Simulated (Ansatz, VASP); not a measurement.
## One calculation of Cd2S, two programs

```
Cd S
1.0
     3.90911    0.00000    0.00000
    -1.95456    3.38539    0.00000
     0.00000    0.00000    5.73068
Cd S
2 1
Direct
  0.33333 0.66667 0.93272
  0.66667 0.33333 0.57873
  0.33333 0.66667 0.36571
```

Change from the starting cell: volume scaled by 0.96.

Alike in both runs: task single point; functional LDA; k mesh 8 × 8 × 5; occupations fermi-dirac, width 0.05 eV; no spin polarisation.

|  | VASP | Ansatz |
| --- | --- | --- |
| version | VASP 6.6.1 | Ansatz 0.2.0 |
| potentials or method | VASP PAW LDA potentials, release 64 (Cd, S), cutoff 520 eV | all-electron LAPW, scalar-relativistic |

|  | VASP | Ansatz | Ansatz less VASP |
| --- | --- | --- | --- |
| gap on the k mesh at the Fermi level (eV) | 0.21 | 0.22 | +0.005 |
| least direct gap on the mesh (eV) | 0.57 | 0.57 | +0.001 |
| pressure (GPa) | -3.0 | -3.4 | -0.36 |
| traceless stress, the component that is largest in VASP (GPa) | -0.39 | -0.53 | -0.139 |
| rms of the force components (eV/Å) | 0.045 | 0.041 | -0.0042 |

LDA's correlation is that of Perdew and Zunger in VASP and of Perdew and Wang (1992) in Ansatz. Atom by atom the forces differ by 0.010 eV/Å (rms over components). Ansatz ran all-electron here, and VASP with PAW potentials.
